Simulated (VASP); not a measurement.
# BAs (F-43m) in VASP: relaxation of the atoms with PBE

Aim: the relaxation of the atoms of BAs with PBE.

Program: VASP 6.6.1. These are calculated values, not measurements. Logs are shortened: lines on timing, memory, paths and dates and some standing lists are left out, and cuts for length are marked.

## Step 1: The cell of the first run

Symmetry: F-43m, No. 216, cubic system. Conventional cell: a = 4.777 Å, b = 4.777 Å, c = 4.777 Å, α = 90.00°, β = 90.00°, γ = 90.00°. Within 2.7 Å of B (site symmetry -43m) lie 4 As at 2.07 Å. As (site symmetry -43m) has 4 B at 2.07 Å within 2.7 Å.

## Step 2: Relaxation of the atoms, PBE

INCAR reads:

```
PREC = Accurate
ENCUT = 520
EDIFF = 1E-6
ISMEAR = -1
SIGMA = 0.02
LREAL = F
LASPH = T
NELM = 100
ALGO = Normal
ISIF = 2
LWAVE = F
LCHARG = F
GGA = PE
IBRION = 2
NSW = 80
EDIFFG = -0.02
```

KPOINTS reads:

```
regular mesh
0
Gamma
  16 16 16
```

POSCAR reads:

```
BAs
1.0
    0.0000000000      2.3885000000      2.3885000000
    2.3885000000      0.0000000000      2.3885000000
    2.3885000000      2.3885000000      0.0000000000
B As
1 1
Direct
    0.0000000000      0.0000000000      0.0000000000
    0.2500000000      0.2500000000      0.2500000000
```

Potentials or basis: VASP PAW PBE potentials, release 64 (B, As).

Run with:

```
cat potpaw_PBE.64/B/POTCAR potpaw_PBE.64/As/POTCAR > POTCAR
mpirun -np 1 vasp_std > vasp.out
```

OUTCAR:

```text
PREC = Accurate
   ENCUT = 520
   EDIFF = 1E-6
   ISMEAR = -1
   LREAL = F
   LASPH = T
   NELM = 100
   ISIF = 2
   GGA = PE
   IBRION = 2
   NSW = 80
   EDIFFG = -0.02

 ion  position               nearest neighbor table
   1  0.000  0.000  0.000-   2 2.07   2 2.07   2 2.07   2 2.07
   2  0.250  0.250  0.250-   1 2.07   1 2.07   1 2.07   1 2.07

  LATTYP: Found a face centered cubic cell.
 ALAT       =     4.7770000000

  Lattice vectors:

 A1 = (   0.0000000000,   2.3885000000,   2.3885000000)
 A2 = (   2.3885000000,   0.0000000000,   2.3885000000)
 A3 = (   2.3885000000,   2.3885000000,   0.0000000000)

Analysis of symmetry for initial positions (statically):
=====================================================================
 Subroutine PRICEL returns:
 Original cell was already a primitive cell.

 Routine SETGRP: Setting up the symmetry group for a
 face centered cubic supercell.

 Subroutine GETGRP returns: Found 24 space group operations
 (whereof 24 operations were pure point group operations)
 out of a pool of 48 trial point group operations.

The static configuration has the point symmetry T_d .

Analysis of symmetry for dynamics (positions and initial velocities):
=====================================================================
 Subroutine PRICEL returns:
 Original cell was already a primitive cell.

 Routine SETGRP: Setting up the symmetry group for a
 face centered cubic supercell.

 Subroutine GETGRP returns: Found 24 space group operations
 (whereof 24 operations were pure point group operations)
 out of a pool of 48 trial point group operations.

The dynamic configuration has the point symmetry T_d .

 Subroutine INISYM returns: Found 24 space group operations
 (whereof 24 operations are pure point group operations),
 and found     1 'primitive' translations

----------------------------------------------------------------------------------------

                                     Primitive cell

  volume of cell :      27.2525

  direct lattice vectors                    reciprocal lattice vectors
     0.000000000  2.388500000  2.388500000    -0.209336404  0.209336404  0.209336404
     2.388500000  0.000000000  2.388500000     0.209336404 -0.209336404  0.209336404
     2.388500000  2.388500000  0.000000000     0.209336404  0.209336404 -0.209336404

  length of vectors
     3.377849094  3.377849094  3.377849094     0.362581287  0.362581287  0.362581287
[... 80 lines left out ...]
   NELM   =    100;   NELMIN=  2; NELMDL= -5     # of ELM steps
   EDIFF  = 0.1E-05   stopping-criterion for ELM
   LREAL  =      F    real-space projection
   EDIFFG = -.2E-01   stopping-criterion for IOM
   NSW    =     80    number of steps for IOM
   IBRION =      2    ionic relax: 0-MD 1-quasi-New 2-CG
   NFREE  =      1    steps in history (QN), initial steepest desc. (CG)
   ISIF   =      2    stress and relaxation
   ISYM   =      2    0-nonsym 1-usesym 2-fastsym
   POTIM  = 0.5000    time-step for ionic-motion
   TEBEG  =    0.0;   TEEND  =   0.0 temperature during run
   PSTRESS=    0.0 pullay stress
   NELECT =       8.0000    total number of electrons
   NUPDOWN=      -1.0000    fix difference up-down
   EMIN   =  10.00;   EMAX   =-10.00  energy-range for DOS
   EFERMI =   0.00;   METHOD = LEGACY
   ISMEAR =    -1;   SIGMA  =   0.02  broadening in eV -4-tet -1-fermi 0-gaus
   EFERMI_NEDOS =   21; number of points for ismear=-14 and -15
   IALGO  =     38    algorithm
   IMIX   =      4    mixing-type and parameters
     AMIX     =   0.40;   BMIX     =  1.00
     AMIX_MAG =   1.60;   BMIX_MAG =  1.00
  volume/ion in A,a.u.               =      13.63        91.95
  Fermi-wavevector in a.u.,A,eV,Ry     =   1.088018  2.056057 16.106360  1.183784
  Thomas-Fermi vector in A             =   2.224191
   LORBIT       =      0    0 simple, 1 ext, 2 COOP (PROOUT), +10 PAW based schemes
   GGA     = PE    functional components
   LHFCALC =     F    Hartree Fock is set to
   AEXX    =    0.0000 exact exchange contribution
   IVDW    =     0    specifies the selected vdW correction
   LEPSILON=     F    determine dielectric tensor
   LRPA    =     F    only Hartree local field effects (RPA)
 conjugate gradient relaxation of ions
 non-spin polarized calculation
  energy-cutoff  :      520.00
  volume of cell :       27.25
 maximum number of plane-waves:       754
 NGX is ok and might be reduce to    28
   NGX = 13   NGY = 13   NGZ = 13

 number of electron       8.0000000 magnetization

 Free energy of the ion-electron system (eV)
  ---------------------------------------------------
  ext. energy  EPLUGINS =         0.00000000
  ---------------------------------------------------
  free energy    TOTEN  =       -11.40679611 eV

  energy without entropy =      -11.40679611  energy(sigma->0) =      -11.40679611

 E-fermi :   6.4660     XC(G=0): -10.5844

 val. band max:        6.1260460165   @ k =   0.0000   0.0000   0.0000
 cond. band min:       7.3152655218   @ k =   0.3750   0.3750   0.0000
 fundamental gap:      1.1892195054
 Fermi energy:         6.4659734613

 k-point     1 :       0.0000    0.0000    0.0000
  band No.  band energies     occupation
      1      -9.2751      2.00000
      2       6.1260      2.00000
      3       6.1260      2.00000
      4       6.1260      2.00000
      5       9.4026      0.00000
      6       9.4026      0.00000
      7       9.4026      0.00000
      8      10.8128      0.00000
[... 243 lines left out ...]
 k-point    24 :      -0.0625    0.0625    0.0000
  band No.  band energies     occupation
      1      -9.1040      2.00000
      2       4.8857      2.00000
      3       5.3740      2.00000
      4       6.0134      2.00000
      5       9.5861      0.00000
      6       9.6310      0.00000
      7      10.0387      0.00000
      8      11.6732      0.00000

 [... further k-points ...]
[... 5 lines left out ...]
  --------------------------------------------------------------------------------------
  -------------------------------------------------------------------------------------
  Total        0.5829832      0.5829832      0.5829832     -0.0000000     -0.0000000      0.0000000
  in kB       34.2736914     34.2736914     34.2736914     -0.0000000     -0.0000000      0.0000000
  external PRESSURE =      34.2736914 kB  Pullay stress =       0.0000000 kB

 VOLUME and BASIS-vectors are now :
 -----------------------------------------------------------------------------
  energy-cutoff  :      520.00
  volume of cell :       27.25
      direct lattice vectors                 reciprocal lattice vectors
     0.000000000  2.388500000  2.388500000    -0.209336404  0.209336404  0.209336404
     2.388500000  0.000000000  2.388500000     0.209336404 -0.209336404  0.209336404
     2.388500000  2.388500000  0.000000000     0.209336404  0.209336404 -0.209336404

 POSITION                                       TOTAL-FORCE (eV/Angst)
 -----------------------------------------------------------------------------------
      0.00000      0.00000      0.00000        -0.000000     -0.000000     -0.000000
      1.19425      1.19425      1.19425         0.000000      0.000000      0.000000
 -----------------------------------------------------------------------------------
    total drift:                               -0.000000     -0.000000     -0.000000

  FREE ENERGIE OF THE ION-ELECTRON SYSTEM (eV)
  ---------------------------------------------------
  free  energy   TOTEN  =       -11.4067961122 eV

  energy  without entropy=      -11.4067961122  energy(sigma->0) =      -11.40679611

 reached required accuracy - stopping structural energy minimisation
```

OSZICAR:

```text
N       E                     dE             d eps       ncg     rms          rms(c)
DAV:   1     0.138696814576E+02    0.13870E+02   -0.39195E+03  2320   0.883E+02
DAV:   2    -0.117269166651E+02   -0.25597E+02   -0.24717E+02  3568   0.109E+02
DAV:   3    -0.120454245294E+02   -0.31851E+00   -0.31851E+00  2504   0.165E+01
DAV:   4    -0.120459286381E+02   -0.50411E-03   -0.50411E-03  3640   0.716E-01
DAV:   5    -0.120459287382E+02   -0.10011E-06   -0.10053E-06  2528   0.751E-03    0.493E+00
DAV:   6    -0.114731375540E+02    0.57279E+00   -0.18423E+00  2432   0.703E+00    0.244E+00
DAV:   7    -0.114132901112E+02    0.59847E-01   -0.20725E-01  3320   0.275E+00    0.956E-01
DAV:   8    -0.114062780553E+02    0.70121E-02   -0.21671E-02  2528   0.104E+00    0.117E-01
DAV:   9    -0.114066084331E+02   -0.33038E-03   -0.59048E-04  3016   0.199E-01    0.664E-02
DAV:  10    -0.114067911635E+02   -0.18273E-03   -0.29184E-04  2840   0.126E-01    0.164E-02
DAV:  11    -0.114067965000E+02   -0.53365E-05   -0.10647E-05  3472   0.259E-02    0.138E-02
DAV:  12    -0.114067961122E+02    0.38780E-06   -0.24301E-06  2440   0.110E-02
   1 F= -.11406796E+02 E0= -.11406796E+02  d E =-.114068E+02
```

It took 49 s on 1 thread of AMD EPYC 7R43 (Zen 3), shared host; peak memory 0.15 GiB.

What came out:

| Item | Value |
| --- | --- |
| Free energy | -11.4068 eV |
| Pressure after relaxing | 3.4 GPa |
| Band gap on the k mesh | 1.19 eV, indirect (least direct gap 3.28 eV) |

Final structure:
```
B As
1.0
     0.00000    2.38850    2.38850
     2.38850    0.00000    2.38850
     2.38850    2.38850    0.00000
B As
1 1
Direct
  0.00000 0.00000 0.00000
  0.25000 0.25000 0.25000
```

Caveat: the relaxation stopped at its first step, so nothing moved.
